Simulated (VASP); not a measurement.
CoSi (CsCl type): density of states with PBE

The system is CoSi (CsCl type).

```
Co Si
1.0
     2.66439    0.00000    0.00000
     0.00000    2.66439    0.00000
     0.00000    0.00000    2.66439
Co Si
1 1
Direct
  0.00000 0.00000 0.00000
  0.50000 0.50000 0.50000
```

This cell differs from its parent crystal: volume scaled by 0.88.

- Program: VASP 6.6.1
- Task: density of states
- Functional: PBE
- Potentials or basis: VASP PAW PBE potentials, release 64 (Co, Si)
- Cutoff: 520 eV
- k mesh: 14 × 14 × 14
- Occupations: fermi-dirac, width 0.1 eV
- Spin: no spin polarisation
- Dipole correction: no
- k mesh for the DOS: 21 × 21 × 21
- Occupations for the DOS: tetrahedron
- Further INCAR settings: ALGO = Normal; EDIFF = 1e-06

```yaml
Valence_electrons_inside_the_program's_atomic_spheres: Co 8.98; Si 1.65
```

Levels at points of the mesh, in eV from the Fermi level:
```csv
k point,band 2,band 3,band 4,band 5,band 6,band 7,band 8,band 9,band 10
"(0.00, 0.00, 0.00)",-4.52,-4.52,-1.48,-1.48,-1.48,3.46,3.46,3.46,7.99
```

Wall time 33 s on 1 thread of Intel(R) Xeon(R) Platinum 8375C CPU @ 2.90GHz (Ice Lake) (shared host), peak memory 0.18 GiB.

 Spin polarisation is off, so any magnetic state and its effect on volume and gap are missing.
